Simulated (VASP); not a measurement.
# NaH in VASP: further runs

Aim: see how the results for NaH move with the level of theory and the settings. Levels: PBE, PBE-based screened hybrid with 5 % exact exchange, PBE-based screened hybrid with 10 % exact exchange. Tasks: single point.

All numbers are computed with VASP 6.6.1; they aren't measurements. Logs are shortened: lines on timing, memory, paths and dates and some standing lists are left out, and cuts for length are marked.

**1. The cell of the first run**

The typed cell holds 2 atoms: a = 3.451 Å, b = 3.451 Å, c = 3.451 Å, α = 60.00°, β = 60.00°, γ = 60.00°.

**2. Single point, PBE**

The input, INCAR:

```
SYSTEM = NaH
PREC     = Accurate       ! precision mode
ENCUT    = 520            ! plane-wave cutoff, eV
EDIFF    = 1E-7           ! SCF threshold, eV
ISMEAR   = 1              ! smearing method
SIGMA    = 0.05           ! smearing width, eV
LREAL    = .False.        ! projectors in reciprocal space
LASPH    = .True.         ! aspherical terms in the spheres
NELM     = 80             ! most SCF steps
ALGO     = Normal         ! electronic algorithm
ISIF     = 2              ! what is computed and relaxed
LWAVE    = .False.        ! write WAVECAR
LCHARG   = .True.         ! write CHGCAR
GGA      = PE             ! functional
LELF     = .True.         ! ELF
LVHAR    = .True.       
NBANDS   = 11             ! bands
```

The input, KPOINTS:

```
regular mesh
0
Gamma
  15 15 15
  0 0 0
```

The input, POSCAR:

```
NaH
1.0
    0.0000000000      2.4400000000      2.4400000000
    2.4400000000      0.0000000000      2.4400000000
    2.4400000000      2.4400000000      0.0000000000
Na H
1 1
Direct
   -0.0125970000      0.0013660000      0.0060060000
    0.5005580000      0.4984190000      0.5048660000
```

Potentials or basis: VASP PAW PBE potentials, release 64 (Na_pv, H).

The run is started by

```
cat potpaw_PBE.64/Na_pv/POTCAR potpaw_PBE.64/H/POTCAR > POTCAR
mpirun -np 1 vasp_std > vasp.out
```

OUTCAR:

```text
SYSTEM = NaH
   PREC = Accurate
   ENCUT = 520
   EDIFF = 1E-7
   ISMEAR = 1
   LREAL = .False.
   LASPH = .True.
   NELM = 80
   ISIF = 2
   GGA = PE

 ion  position               nearest neighbor table
   1  0.987  0.001  0.006-
   2  0.501  0.498  0.505-

  LATTYP: Found a face centered cubic cell.
 ALAT       =     4.8800000000

  Lattice vectors:

 A1 = (   0.0000000000,   2.4400000000,   2.4400000000)
 A2 = (   2.4400000000,   0.0000000000,   2.4400000000)
 A3 = (   2.4400000000,   2.4400000000,   0.0000000000)

Analysis of symmetry for initial positions (statically):
=====================================================================
 Subroutine PRICEL returns:
 Original cell was already a primitive cell.

 Routine SETGRP: Setting up the symmetry group for a
 face centered cubic supercell.

 Subroutine GETGRP returns: Found  1 space group operations
 (whereof  1 operations were pure point group operations)
 out of a pool of 48 trial point group operations.

The static configuration has the point symmetry C_1 .

Analysis of symmetry for dynamics (positions and initial velocities):
=====================================================================
 Subroutine PRICEL returns:
 Original cell was already a primitive cell.

 Routine SETGRP: Setting up the symmetry group for a
 face centered cubic supercell.

 Subroutine GETGRP returns: Found  1 space group operations
 (whereof  1 operations were pure point group operations)
 out of a pool of 48 trial point group operations.

The dynamic configuration has the point symmetry C_1 .

 Subroutine INISYM returns: Found  1 space group operations
 (whereof  1 operations are pure point group operations),
 and found     1 'primitive' translations

----------------------------------------------------------------------------------------

                                     Primitive cell

  volume of cell :      29.0536

  direct lattice vectors                    reciprocal lattice vectors
     0.000000000  2.440000000  2.440000000    -0.204918033  0.204918033  0.204918033
     2.440000000  0.000000000  2.440000000     0.204918033 -0.204918033  0.204918033
     2.440000000  2.440000000  0.000000000     0.204918033  0.204918033 -0.204918033

  length of vectors
     3.450681092  3.450681092  3.450681092     0.354928444  0.354928444  0.354928444

  position of ions in fractional coordinates (direct lattice)
     0.987403000  0.001366000  0.006006000
     0.500558000  0.498419000  0.504866000

  ion indices of the primitive-cell ions
   primitive index   ion index
                 1           1
                 2           2

----------------------------------------------------------------------------------------

 KPOINTS: regular mesh

Automatic generation of k-mesh.
 Grid dimensions read from file:
 generate k-points for:   15   15   15

 Generating k-lattice:

  Cartesian coordinates                     Fractional coordinates (reciprocal lattice)
    -0.013661202  0.013661202  0.013661202     0.066666667  0.000000000  0.000000000
     0.013661202 -0.013661202  0.013661202     0.000000000  0.066666667  0.000000000
     0.013661202  0.013661202 -0.013661202     0.000000000  0.000000000  0.066666667

  Length of vectors
     0.023661896  0.023661896  0.023661896

  Shift w.r.t. Gamma in fractional coordinates (k-lattice)
     0.000000000  0.000000000  0.000000000

 Subroutine IBZKPT returns following result:
 ===========================================

 Found   1688 irreducible k-points:

 Following reciprocal coordinates:
            Coordinates               Weight
  0.000000  0.000000  0.000000      1.000000
  0.066667  0.000000  0.000000      2.000000
  0.000000  0.066667  0.000000      2.000000
  0.000000  0.000000  0.066667      2.000000
  0.066667  0.066667  0.066667      2.000000
  0.133333  0.000000  0.000000      2.000000
[... 16 lines left out ...]
  0.000000  0.400000  0.000000      2.000000
  0.000000  0.000000  0.400000      2.000000
 [... further k-points ...]
   k-points           NKPTS =   1688   k-points in BZ     NKDIM =   1688   number of bands    NBANDS=     11
   number of dos      NEDOS =    301   number of ions     NIONS =      2
   total plane-waves  NPLWV =  21952
   dimension x,y,z NGX =    28 NGY =   28 NGZ =   28
   dimension x,y,z NGXF=    56 NGYF=   56 NGZF=   56
   ions per type =               1   1
   NGX,Y,Z   is equivalent  to a cutoff of  13.49, 13.49, 13.49 a.u.
   NGXF,Y,Z  is equivalent  to a cutoff of  26.98, 26.98, 26.98 a.u.
 SYSTEM =  NaH
   PREC   = accura    normal or accurate (medium, high low for compatibility)
   ISTART =      0    job   : 0-new  1-cont  2-samecut
   ICHARG =      2    charge: 1-file 2-atom 10-const
   ISPIN  =      1    spin polarized calculation?
   LNONCOLLINEAR =      F non collinear calculations
   LSORBIT =      F    spin-orbit coupling
   LASPH  =      T    aspherical Exc in radial PAW
   ENCUT  =  520.0 eV  38.22 Ry    6.18 a.u.   6.42  6.42  6.42*2*pi/ulx,y,z
   NELM   =     80;   NELMIN=  2; NELMDL= -5     # of ELM steps
   EDIFF  = 0.1E-06   stopping-criterion for ELM
   LREAL  =      F    real-space projection
   EDIFFG = 0.1E-05   stopping-criterion for IOM
   NSW    =      0    number of steps for IOM
   IBRION =     -1    ionic relax: 0-MD 1-quasi-New 2-CG
   NFREE  =      0    steps in history (QN), initial steepest desc. (CG)
   ISIF   =      2    stress and relaxation
   ISYM   =      2    0-nonsym 1-usesym 2-fastsym
   POTIM  = 0.5000    time-step for ionic-motion
   TEBEG  =    0.0;   TEEND  =   0.0 temperature during run
   PSTRESS=    0.0 pullay stress
   NELECT =       8.0000    total number of electrons
   NUPDOWN=      -1.0000    fix difference up-down
   EMIN   =  10.00;   EMAX   =-10.00  energy-range for DOS
   EFERMI =   0.00;   METHOD = LEGACY
   ISMEAR =     1;   SIGMA  =   0.05  broadening in eV -4-tet -1-fermi 0-gaus
   EFERMI_NEDOS =   21; number of points for ismear=-14 and -15
   IALGO  =     38    algorithm
   IMIX   =      4    mixing-type and parameters
     AMIX     =   0.40;   BMIX     =  1.00
     AMIX_MAG =   1.60;   BMIX_MAG =  1.00
  volume/ion in A,a.u.               =      14.53        98.03
  Fermi-wavevector in a.u.,A,eV,Ry     =   1.065054  2.012660 15.433636  1.134340
  Thomas-Fermi vector in A             =   2.200593
   LORBIT       =      0    0 simple, 1 ext, 2 COOP (PROOUT), +10 PAW based schemes
   GGA     = PE    functional components
   LHFCALC =     F    Hartree Fock is set to
   AEXX    =    0.0000 exact exchange contribution
   IVDW    =     0    specifies the selected vdW correction
   LEPSILON=     F    determine dielectric tensor
   LRPA    =     F    only Hartree local field effects (RPA)
 non-spin polarized calculation
 Methfessel and Paxton  Order N= 1 SIGMA  =   0.05
  energy-cutoff  :      520.00
  volume of cell :       29.05
 maximum number of plane-waves:       801
 NGX is ok and might be reduce to    28
   NGX = 13   NGY = 13   NGZ = 13

 number of electron       7.9999999 magnetization

 Free energy of the ion-electron system (eV)
  ---------------------------------------------------
  ext. energy  EPLUGINS =         0.00000000
  ---------------------------------------------------
  free energy    TOTEN  =        -5.08537379 eV

  energy without entropy =       -5.08547175  energy(sigma->0) =       -5.08540644

 E-fermi :  -1.1984     XC(G=0):  -7.6720

 val. band max:       -1.2273493580   @ k =  -0.2667   0.4667   0.2667
 cond. band min:       2.5909835043   @ k =  -0.4667   0.0000   0.0667
 fundamental gap:      3.8183328623
 Fermi energy:        -1.1983716091

 k-point     1 :       0.0000    0.0000    0.0000
  band No.  band energies     occupation
      1     -23.3594      2.00000
      2     -23.3592      2.00000
      3     -23.3591      2.00000
      4      -4.7404      2.00000
      5       8.9553      0.00000
      6      14.1721      0.00000
      7      14.1752      0.00000
      8      14.1800      0.00000
      9      14.9686      0.00000
     10      14.9744      0.00000
     11      14.9833      0.00000

 k-point     2 :       0.0667    0.0000    0.0000
  band No.  band energies     occupation
      1     -23.3631      2.00000
      2     -23.3597      2.00000
      3     -23.3596      2.00000
      4      -4.6654      2.00000
      5       8.7176      0.00000
      6      12.8094      0.00000
      7      13.8095      0.00000
      8      13.8114      0.00000
      9      15.4116      0.00000
     10      15.4132      0.00000
     11      15.6194      0.00000

 k-point     3 :       0.0000    0.0667    0.0000
  band No.  band energies     occupation
      1     -23.3629      2.00000
      2     -23.3598      2.00000
      3     -23.3596      2.00000
      4      -4.6654      2.00000
      5       8.7177      0.00000
      6      12.8089      0.00000
      7      13.8097      0.00000
      8      13.8124      0.00000
      9      15.4012      0.00000
     10      15.4138      0.00000
     11      15.6292      0.00000

 k-point     4 :       0.0000    0.0000    0.0667
  band No.  band energies     occupation
      1     -23.3629      2.00000
      2     -23.3598      2.00000
      3     -23.3597      2.00000
      4      -4.6654      2.00000
      5       8.7177      0.00000
      6      12.8088      0.00000
      7      13.8096      0.00000
      8      13.8125      0.00000
      9      15.4007      0.00000
     10      15.4140      0.00000
     11      15.6296      0.00000
[... 239 lines left out ...]
 k-point    22 :       0.4000    0.0000    0.0000
  band No.  band energies     occupation
      1     -23.4358      2.00000
      2     -23.3686      2.00000
      3     -23.3684      2.00000
      4      -2.4916      2.00000
      5       3.2361      0.00000
      6       9.4809      0.00000
      7      12.0909      0.00000
      8      12.0913      0.00000
      9      15.0488      0.00000
     10      15.0493      0.00000
     11      17.4395      0.00000

 k-point    23 :       0.0000    0.4000    0.0000
  band No.  band energies     occupation
      1     -23.4357      2.00000
      2     -23.3687      2.00000
      3     -23.3685      2.00000
      4      -2.4917      2.00000
      5       3.2371      0.00000
      6       9.4771      0.00000
      7      12.0917      0.00000
      8      12.0961      0.00000
      9      15.0476      0.00000
     10      15.0483      0.00000
     11      17.4386      0.00000

 k-point    24 :       0.0000    0.0000    0.4000
  band No.  band energies     occupation
      1     -23.4357      2.00000
      2     -23.3687      2.00000
      3     -23.3686      2.00000
      4      -2.4917      2.00000
      5       3.2372      0.00000
      6       9.4770      0.00000
      7      12.0917      0.00000
      8      12.0964      0.00000
      9      15.0476      0.00000
     10      15.0482      0.00000
     11      17.4386      0.00000

 [... further k-points ...]

------------------------ aborting loop because EDIFF is reached ----------------------------------------

  FORCE on cell =-STRESS in cart. coord.  units (eV):
  Direction    XX          YY          ZZ          XY          YZ          ZX
  --------------------------------------------------------------------------------------
  -------------------------------------------------------------------------------------
  Total       -0.1246403     -0.1204859     -0.1217975      0.0002154     -0.0008327      0.0003989
  in kB       -6.8733670     -6.6442699     -6.7165976      0.0118804     -0.0459194      0.0219998
  external PRESSURE =      -6.7447449 kB  Pullay stress =       0.0000000 kB

 VOLUME and BASIS-vectors are now :
 -----------------------------------------------------------------------------
  energy-cutoff  :      520.00
  volume of cell :       29.05
      direct lattice vectors                 reciprocal lattice vectors
     0.000000000  2.440000000  2.440000000    -0.204918033  0.204918033  0.204918033
     2.440000000  0.000000000  2.440000000     0.204918033 -0.204918033  0.204918033
     2.440000000  2.440000000  0.000000000     0.204918033  0.204918033 -0.204918033

 POSITION                                       TOTAL-FORCE (eV/Angst)
 -----------------------------------------------------------------------------------
      0.01799      2.42392      2.41260        -0.007669      0.022696      0.019204
      2.44802      2.45323      2.43750         0.007669     -0.022696     -0.019204
 -----------------------------------------------------------------------------------
    total drift:                               -0.000010      0.000029     -0.000038

  FREE ENERGIE OF THE ION-ELECTRON SYSTEM (eV)
  ---------------------------------------------------
  free  energy   TOTEN  =        -5.0853737879 eV

  energy  without entropy=       -5.0854717473  energy(sigma->0) =       -5.08540644
```

Wall time 11 min (1 thread of Intel Xeon Platinum 8259CL at 2.50GHz (Skylake/Cascade Lake), shared host); peak memory 0.57 GiB.

Results:

- Free energy: -5.0854 eV
- Pressure: -0.7 GPa
- Largest force: 0.031 eV/Å
- Band gap on the k mesh: 3.82 eV (least direct gap 4.61 eV)

Forces in eV/Å, atoms in the order of the input:
```
Na  -0.008  0.023  0.019
H    0.008 -0.023 -0.019
```

Caveat: an odd mesh through Γ misses points on the zone boundary, where band edges can lie. PBE gaps usually lie below the measured ones, often by a third to a half.

**3. Single point, PBE-based screened hybrid with 5 % exact exchange**

The input, POSCAR:

```
NaH
1.0
    0.0000000000      2.4400000000      2.4400000000
    2.4400000000      0.0000000000      2.4400000000
    2.4400000000      2.4400000000      0.0000000000
Na H
1 1
Direct
    0.0000000000      0.0000000000      0.0000000000
    0.5000000000      0.5000000000      0.5000000000
```

The input, INCAR.step1:

```
SYSTEM = NaH
PREC = Accurate
ENCUT = 520
EDIFF = 1E-5
ISMEAR = -1
SIGMA = 0.05
LREAL = .False.
LASPH = .True.
NELM = 100
ALGO = Normal
ISIF = 2
LWAVE = .True.
LCHARG = .False.
GGA = PE
NBANDS = 11
```

The input, INCAR.step2:

```
SYSTEM = NaH
PREC = Accurate
ENCUT = 520
EDIFF = 1E-6
ISMEAR = -1
SIGMA = 0.05
LREAL = .False.
LASPH = .True.
NELM = 100
ALGO = Normal
ISIF = 2
LWAVE = .False.
LCHARG = .False.
GGA = PE
LHFCALC = .True.
AEXX = 0.05
HFSCREEN = 0.2
PRECFOCK = Normal
ISTART = 1
NBANDS = 11
```

The input, KPOINTS:

```
Automatic mesh
0
Gamma
  5 5 5
  0 0 0
```

Potentials or basis: VASP PAW PBE potentials, release 64 (Na_pv, H).

The run is started by

```
cat potpaw_PBE.64/Na_pv/POTCAR potpaw_PBE.64/H/POTCAR > POTCAR
cp INCAR.step1 INCAR
mpirun -np 1 vasp_std > vasp.out
cp INCAR.step2 INCAR
mpirun -np 1 vasp_std > vasp.out
```

Run time: 1.8 min. Hardware: 1 thread of Intel Xeon 8259CL, shared host; peak memory 0.25 GiB.

It converged, with:

```
Free energy            : -5.2200 eV
Pressure               : -0.7 GPa
Band gap on the k mesh : 4.75 eV (least direct gap 5.25 eV)
```

Levels at points of the mesh, in eV from the valence-band top:
| k point | band 1 | band 2 | band 3 | band 4 | band 5 | band 6 | band 7 | band 8 |
| --- | --- | --- | --- | --- | --- | --- | --- | --- |
| (0.00, 0.00, 0.00) | -22.52 | -22.52 | -22.52 | -3.51 | 10.57 | 15.76 | 15.76 | 15.76 |

Caveat: the k points lie up to 0.45 Å⁻¹ apart; the PAW data sets were made with another functional, which shifts forces and pressure a little; an odd mesh through Γ misses points on the zone boundary, where band edges can lie.

(Continued in part 2 of 2.)
